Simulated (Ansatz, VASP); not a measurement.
## Two plane-wave programs on MgO

POSCAR

```
MgO
1.0
    0.0000000000      2.1159000000      2.1159000000
    2.1159000000      0.0000000000      2.1159000000
    2.1159000000      2.1159000000      0.0000000000
Mg O
1 1
Direct
    0.0000000000      0.0000000000      0.0000000000
    0.5000000000      0.5000000000      0.5000000000
```

Contents of INCAR.step1:

```
  ALGO = Normal
  EDIFF = 1E-5
  ENCUT = 660
  GGA = PE
  GGA_COMPAT = False
  ISMEAR = 0
  LASPH = True
  LCHARG = False
  LREAL = False
  LWAVE = True
  NBANDS = 11
  NELM = 120
  PREC = Accurate
  SIGMA = 0.15
```

INCAR.step2

```
  ALGO = Normal
  EDIFF = 1E-6
  ENCUT = 660
  GGA_COMPAT = False
  ISIF = 2
  ISMEAR = 0
  ISTART = 1
  LASPH = True
  LCHARG = False
  LMIXTAU = True
  LREAL = False
  LWAVE = False
  METAGGA = R2SCAN
  NBANDS = 11
  NELM = 120
  PREC = Accurate
  SIGMA = 0.15
```

The input KPOINTS:

```
k-points
0
Gamma
  8 8 8
```

Input for Ansatz:

```yaml
crystal:
  lattice:
    - [0.0, 2.1159, 2.1159]
    - [2.1159, 0.0, 2.1159]
    - [2.1159, 2.1159, 0.0]
  atoms:
    - { symbol: Mg, position: [0.0, 0.0, 0.0] }
    - { symbol: O, position: [0.5, 0.5, 0.5] }
hamiltonian:
  xc: r2scan
  pseudopotentials: { kind: paw }
basis:
  ecutwfc: 500
kpoints:
  mp_grid: { grid: [8, 8, 8] }
scf:
  occupations: { method: gaussian, width: 0.15 }
  lower_state_search: "off"
  max_iter: 60
output:
  forces: true
  stress: true
```

Alike in both runs: task single point; functional r2SCAN; k mesh 8 × 8 × 8; occupations gaussian, width 0.15 eV; no spin polarisation.

|  | VASP | Ansatz |
| --- | --- | --- |
| version | VASP 6.6.1 | Ansatz 0.2.0 |
| potentials or method | VASP PAW PBE potentials, release 64 (Mg, O), cutoff 660 eV | PAW, plane waves, scalar-relativistic |
| valence electrons in the cell | 8 | 16 |

|  | VASP | Ansatz | Ansatz less VASP |
| --- | --- | --- | --- |
| pressure (GPa) | -4.5 | -3.1 | +1.43 |

VASP's potentials were made for PBE, not for r2SCAN. VASP's potentials hold 8 valence electrons a cell and Ansatz's 16, so a difference there can come from the potentials and not from the codes.
